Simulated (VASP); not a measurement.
Here is a VASP 6.6.1 calculation.

File INCAR:

```
SYSTEM = Sr
PREC     = Accurate       ! precision mode
ENCUT    = 520            ! plane-wave cutoff, eV
EDIFF    = 1E-6           ! SCF threshold, eV
ISMEAR   = 0              ! smearing method
SIGMA    = 0.1            ! smearing width, eV
LREAL    = .FALSE.        ! projectors in reciprocal space
LASPH    = .TRUE.         ! aspherical terms in the spheres
NELM     = 80             ! most SCF steps
ALGO     = Normal         ! electronic algorithm
ISIF     = 2              ! what is computed and relaxed
LWAVE    = .FALSE.        ! write WAVECAR
LCHARG   = .FALSE.        ! write CHGCAR
GGA      = PE             ! functional
NBANDS   = 11             ! bands
```

The input KPOINTS:

```
Automatic mesh
0
G
  12 12 12
  0 0 0
```

Contents of POSCAR:

```
Sr
1.0
    0.0000000000      2.9513167263      2.9513167263
    2.9513167263      0.0000000000      2.9513167263
    2.9513167263      2.9513167263      0.0000000000
Sr
1
Direct
    0.0000000000      0.0000000000      0.0000000000
```

Potentials or basis: VASP PAW PBE potentials, release 64 (Sr_sv).

Run with:

```bash
$ cat potpaw_PBE.64/Sr_sv/POTCAR > POTCAR
$ mpirun -np 1 vasp_std > vasp.out
```

Task: Estimate the pressure.

Result: 0.8 GPa.
